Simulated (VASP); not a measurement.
A run of VASP 6.6.1 is set up as follows.

The input POSCAR:

```
Al
1.0
    0.0000000000      2.0157667560      2.0157667560
    2.0157667560      0.0000000000      2.0157667560
    2.0157667560      2.0157667560      0.0000000000
Al
1
Direct
    0.0000000000      0.0000000000      0.0000000000
```

File INCAR.step1:

```
SYSTEM = Al
PREC = Accurate
ENCUT = 520
ISMEAR = 0
SIGMA = 0.1
LREAL = .False.
LASPH = .True.
NELM = 60
NBANDS = 8
GGA = PE
ALGO = Normal
EDIFF = 1E-4
LWAVE = .True.
LCHARG = .False.
```

File INCAR.step2:

```
SYSTEM = Al
PREC = Accurate
ENCUT = 520
EDIFF = 1E-6
ISMEAR = 0
SIGMA = 0.1
LREAL = .False.
LASPH = .True.
NELM = 60
ALGO = Normal
ISIF = 2
LWAVE = .False.
LCHARG = .False.
METAGGA = R2SCAN
LMIXTAU = .True.
NBANDS = 8
ISTART = 1
```

KPOINTS

```
regular mesh
0
Gamma
  18 18 18
  0 0 0
```

Potentials or basis: VASP PAW PBE potentials, release 64 (Al).

Run with:

```bash
$ cat potpaw_PBE.64/Al/POTCAR > POTCAR
$ cp INCAR.step1 INCAR
$ mpirun -np 1 vasp_std > vasp.out
$ cp INCAR.step2 INCAR
$ mpirun -np 1 vasp_std > vasp.out
```

(1) Predict the pressure.

## Answers

(1) -2.8 GPa.

Caveat: the PAW data sets were made with another functional, which shifts forces and pressure a little.
